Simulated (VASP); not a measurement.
Crystal: SnTe.

```
CELL_PARAMETERS angstrom
0.00000 3.58398 3.58398
3.58398 0.00000 3.58398
3.58398 3.58398 0.00000
ATOMIC_POSITIONS crystal
Sn 0.00000 0.00000 0.00000
Te 0.25000 0.25000 0.25000
```

Base run:

```yaml
Program: VASP 6.6.1
Functional: PBE-based global hybrid with 30 % exact exchange
Potentials_or_basis: VASP PAW PBE potentials, release 64 (Sn_d, Te)
Cutoff: 520 eV
k_mesh: 4 × 4 × 4
Occupations: fermi-dirac, width 0.02 eV
Spin: no spin polarisation
```

Its results: band gap on the k mesh 1.10 eV (least direct gap 1.98 eV); pressure -0.3 GPa.

Q: The run is repeated on the same cell with these changes: functional from PBE-based global hybrid with 30 % exact exchange to PBE-based screened hybrid with 30 % exact exchange. What comes out?

A: Band gap on the k mesh 0.65 eV (least direct gap 1.51 eV); pressure -0.3 GPa.

Caveats: the PAW data sets were made with another functional, which shifts forces and pressure a little; spin-orbit coupling is left out, which moves the levels of the heavy elements.

A k mesh can miss the band edges.
